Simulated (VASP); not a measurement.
Write the native input for VASP 6.6.1 that does the following.

| Quantity | Value |
| --- | --- |
| Task | single point |
| Functional | PBE |
| Potentials or basis | VASP PAW PBE potentials, release 64 (Mn_pv, O) |
| Cutoff | 520 eV |
| k mesh | 6 × 6 × 4 |
| Occupations | gaussian, width 0.05 eV |
| Spin | collinear spin, ferromagnetic start |
| Starting moments | [3.15, 0.0, 0.0] μB |
| Hubbard terms | Mn d U = 3.9 eV |
| Dipole correction | no |
| Further INCAR settings | ALGO = Normal; EDIFF = 1e-06; NBANDS = 24 |

The structure of MnO2 lies in POSCAR:

```
MnO2
1.0
    2.9203003366      0.0000000000      0.0000000000
   -1.4601501683      2.5290542782      0.0000000000
    0.0000000000      0.0000000000      5.5070216066
Mn O
1 2
Direct
    0.0000000000      0.0000000000      0.0000000000
    0.3333333333      0.6666666667      0.1728657965
    0.6666666667      0.3333333333      0.8271342035
```

The input as run:

INCAR

```
SYSTEM = MnO2
PREC = Accurate ; ENCUT = 520
EDIFF = 1E-6 ; ISMEAR = 0
SIGMA = 0.05 ; LREAL = .FALSE.
LASPH = .TRUE. ; NELM = 150
ALGO = Normal ; ISIF = 2
LWAVE = .FALSE. ; LCHARG = .FALSE.
ISPIN = 2 ; MAGMOM = 3.15 0 0
LORBIT = 11 ; LMAXMIX = 4
LDAU = .TRUE. ; LDAUTYPE = 2
LDAUL = 2 -1 ; LDAUU = 3.9 0
LDAUJ = 0 0 ; LDAUPRINT = 1
GGA = PE ; NBANDS = 24
```

KPOINTS

```
regular mesh
0
G
  6 6 4
  0 0 0
```

Potentials or basis: VASP PAW PBE potentials, release 64 (Mn_pv, O).

Launch:

```sh
$ cat potpaw_PBE.64/Mn_pv/POTCAR potpaw_PBE.64/O/POTCAR > POTCAR
$ mpirun -np 1 vasp_std > vasp.out
```

It gave:

```yaml
Pressure: 0.4 GPa
Largest_force: 0.086 eV/Å
Band_gap_on_the_k_mesh: 1.92 eV, indirect (least direct gap 2.20 eV)
Net_moment: 3.00 μB per cell
Site_moments: Mn +3.24; O -0.13 μB
Valence_electrons_inside_the_program's_atomic_spheres: Mn 11.60; O 4.98
```

Caveat: a cell with one magnetic atom can't hold antiferromagnetic order, which such compounds often take.

Run time: 40 s on 1 thread of Intel(R) Xeon(R) Platinum 8259CL CPU @ 2.50GHz (Skylake/Cascade Lake), with other jobs on the host, peak memory 0.19 GiB.
